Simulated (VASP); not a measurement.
Set up this calculation in VASP 6.6.1, as the native input.

```
Task                   : single point
Functional             : PBE
Potentials or basis    : VASP PAW PBE potentials, release 64 (Sn_d, Se, S)
Cutoff                 : 520 eV
k mesh                 : 6 × 8 × 6
Occupations            : gaussian, width 0.02 eV
Spin                   : no spin polarisation
Dipole correction      : no
Further INCAR settings : ALGO = Normal; EDIFF = 1e-07; NBANDS = 50
```

The structure of Sn4SeS3 lies in POSCAR:

```
Sn4SeS3
1.0
    6.3416307853      0.0000000000     -0.1014542510
    0.0000000000      4.1405726766      0.0000000000
   -3.2711164567      0.0000000000      8.0828416322
Sn Se S
4 1 3
Direct
    0.2846242697      0.0000000000      0.7896197771
    0.7853527982      0.0000000000      0.2891372478
    0.6791012301      0.5000000000      0.6670609717
    0.1923662014      0.5000000000      0.1853518108
    0.9810856338      0.0000000000      0.9438847499
    0.5012061872      0.0000000000      0.4404235969
    0.5372024914      0.5000000000      0.0932969859
    0.0390611883      0.5000000000      0.5912248598
```

These files were run (other wordings do the same):

INCAR

```
SYSTEM = Sn4SeS3
ALGO = Normal ; EDIFF = 1E-7
ENCUT = 520 ; GGA = PE
ISIF = 2 ; ISMEAR = 0
LASPH = .True. ; LCHARG = .True.
LELF = .True. ; LREAL = .False.
LVHAR = .True. ; LWAVE = .False.
NBANDS = 50 ; NELM = 100
PREC = Accurate ; SIGMA = 0.02
```

KPOINTS

```
k-points
0
Gamma
  6 8 6
  0 0 0
```

Potentials or basis: VASP PAW PBE potentials, release 64 (Sn_d, Se, S).

Run with:

```console
$ cat potpaw_PBE.64/Sn_d/POTCAR potpaw_PBE.64/Se/POTCAR potpaw_PBE.64/S/POTCAR > POTCAR
$ mpirun -np 1 vasp_std > vasp.out
```

Results of the run:

```json
{"Pressure": "0.0 GPa", "Largest force": "0.015 eV/Å", "Band gap on the k mesh": "0.49 eV (least direct gap 0.55 eV)"}
```

Caveat: spin-orbit coupling is left out, which moves the levels of the heavy elements.

It took 21 min on 1 thread of Oxide Virtual Turin-like Processor (shared host), peak memory 0.88 GiB.
